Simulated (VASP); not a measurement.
# SiO2 (Cristobalite) (P4_12_12) in VASP: a series of runs, part 2 of 2

VASP 6.6.1. The steps go on from the part before.

## 3. Single point, PBE

This run uses another cell than the first one, of 15.29 Å³/atom, 1.070 times its volume.

INCAR reads:

```
SYSTEM = SiO2
PREC = Accurate
ENCUT = 520
EDIFF = 1E-6
ISMEAR = -1
SIGMA = 0.02
LREAL = .FALSE.
LASPH = .TRUE.
NELM = 60
ALGO = Normal
ISIF = 2
LWAVE = .FALSE.
LCHARG = .TRUE.
GGA = PE
LELF = .TRUE.
LVHAR = .TRUE.
NBANDS = 44
```

KPOINTS reads:

```
Automatic mesh
0
G
  6 6 4
  0 0 0
```

POSCAR reads:

```
SiO2
1.0
    5.0836992466      0.0000000000      0.0000000000
    0.0000000000      5.0836992466      0.0000000000
    0.0000000000      0.0000000000      7.1008772140
Si O
4 8
Direct
    0.2938575728      0.2938575728      0.0000000000
    0.2061424272      0.7938575728      0.2500000000
    0.7061424272      0.7061424272      0.5000000000
    0.7938575728      0.2061424272      0.7500000000
    0.2411801029      0.0934526340      0.1742257547
    0.4065473660      0.7411801029      0.4242257547
    0.7588198971      0.9065473660      0.6742257547
    0.5934526340      0.2588198971      0.9242257547
    0.7411801029      0.4065473660      0.5757742453
    0.9065473660      0.7588198971      0.3257742453
    0.2588198971      0.5934526340      0.0757742453
    0.0934526340      0.2411801029      0.8257742453
```

Potentials or basis: VASP PAW PBE potentials, release 64 (Si, O).

Run with:

```sh
> cat potpaw_PBE.64/Si/POTCAR potpaw_PBE.64/O/POTCAR > POTCAR
> mpirun -np 1 vasp_std > vasp.out
```

OUTCAR:

```text
SYSTEM = SiO2
   PREC = Accurate
   ENCUT = 520
   EDIFF = 1E-6
   ISMEAR = -1
   LREAL = .FALSE.
   LASPH = .TRUE.
   NELM = 60
   ISIF = 2
   GGA = PE

 ion  position               nearest neighbor table
   1  0.294  0.294  0.000-   5 1.62  12 1.62  11 1.63   8 1.63   2 3.13   4 3.13   2 3.13   4 3.13

   2  0.206  0.794  0.250-   6 1.62  11 1.62  10 1.63   5 1.63   1 3.13   3 3.13   1 3.13   3 3.13

   3  0.706  0.706  0.500-   7 1.62  10 1.62   9 1.63   6 1.63   2 3.13   4 3.13   4 3.13   2 3.13

   4  0.794  0.206  0.750-   8 1.62   9 1.62   7 1.63  12 1.63   1 3.13   3 3.13   3 3.13   1 3.13

   5  0.241  0.093  0.174-   1 1.62   2 1.63
   6  0.407  0.741  0.424-   2 1.62   3 1.63
   7  0.759  0.907  0.674-   3 1.62   4 1.63
   8  0.593  0.259  0.924-   4 1.62   1 1.63
   9  0.741  0.407  0.576-   4 1.62   3 1.63
  10  0.907  0.759  0.326-   3 1.62   2 1.63
  11  0.259  0.593  0.076-   2 1.62   1 1.63
  12  0.093  0.241  0.826-   1 1.62   4 1.63

  LATTYP: Found a simple tetragonal cell.
 ALAT       =     5.0836992466
[... 217 lines left out ...]
      5     -17.6044      2.00000
      6     -17.6033      2.00000
[... 1117 lines left out ...]
     43      11.0133      0.00000
     44      11.0153      0.00000

 [... further k-points ...]

------------------------ aborting loop because EDIFF is reached ----------------------------------------

  FORCE on cell =-STRESS in cart. coord.  units (eV):
  Direction    XX          YY          ZZ          XY          YZ          ZX
  --------------------------------------------------------------------------------------
  -------------------------------------------------------------------------------------
  Total        0.1065462      0.1065462      0.0425273      0.0000000      0.0000000      0.0000000
  in kB        0.9302011      0.9302011      0.3712842      0.0000000      0.0000000      0.0000000
  external PRESSURE =       0.7438954 kB  Pullay stress =       0.0000000 kB

 VOLUME and BASIS-vectors are now :
 -----------------------------------------------------------------------------
  energy-cutoff  :      520.00
  volume of cell :      183.52
      direct lattice vectors                 reciprocal lattice vectors
     5.083699247  0.000000000  0.000000000     0.196707152  0.000000000  0.000000000
     0.000000000  5.083699247  0.000000000     0.000000000  0.196707152  0.000000000
     0.000000000  0.000000000  7.100877214     0.000000000  0.000000000  0.140827671

 POSITION                                       TOTAL-FORCE (eV/Angst)
 -----------------------------------------------------------------------------------
      1.49388      1.49388      0.00000         0.013024      0.013024      0.000000
      1.04797      4.03573      1.77522        -0.013024      0.013024      0.000000
      3.58982      3.58982      3.55044        -0.013024     -0.013024      0.000000
      4.03573      1.04797      5.32566         0.013024     -0.013024      0.000000
      1.22609      0.47509      1.23716         0.000962      0.000136     -0.009066
      2.06676      3.76794      3.01237        -0.000136      0.000962     -0.009066
      3.85761      4.60861      4.78759        -0.000962     -0.000136     -0.009066
      3.01693      1.31576      6.56281         0.000136     -0.000962     -0.009066
      3.76794      2.06676      4.08850         0.000962     -0.000136      0.009066
      4.60861      3.85761      2.31328        -0.000136     -0.000962      0.009066
      1.31576      3.01693      0.53806        -0.000962      0.000136      0.009066
      0.47509      1.22609      5.86372         0.000136      0.000962      0.009066
 -----------------------------------------------------------------------------------
    total drift:                                0.000000     -0.000000     -0.000000

  FREE ENERGIE OF THE ION-ELECTRON SYSTEM (eV)
  ---------------------------------------------------
  free  energy   TOTEN  =       -94.9522150519 eV

  energy  without entropy=      -94.9522150519  energy(sigma->0) =      -94.95221505
```

stdout:

```text
POSCAR found type information on POSCAR SiO
 POSCAR found :  2 types and      12 ions
 scaLAPACK will be used
 LDA part: xc-table for (Slater+PW92), standard interpolation
 POSCAR, INCAR and KPOINTS ok, starting setup
 FFT: planning ... GRIDC
 FFT: planning ... GRID_SOFT
 FFT: planning ... GRID
 WAVECAR not read
 entering main loop
```

Wall time 2.3 min (1 thread of AMD EPYC 9R45 (Zen 5), shared host); peak memory 0.34 GiB.

Results:

- Free energy: -94.9522 eV
- Pressure: 0.1 GPa
- Largest force: 0.018 eV/Å
- Band gap on the k mesh: 5.51 eV, direct

Forces on the atoms (eV/Å):
```
Si   0.013  0.013  0.000
Si  -0.013  0.013  0.000
Si  -0.013 -0.013  0.000
Si   0.013 -0.013  0.000
O    0.001  0.000 -0.009
O    0.000  0.001 -0.009
O   -0.001  0.000 -0.009
O    0.000 -0.001 -0.009
O    0.001  0.000  0.009
O    0.000 -0.001  0.009
O   -0.001  0.000  0.009
O    0.000  0.001  0.009
```

A k mesh can miss the band edges. A hybrid or GW would open this gap; PBE tends to underestimate it.
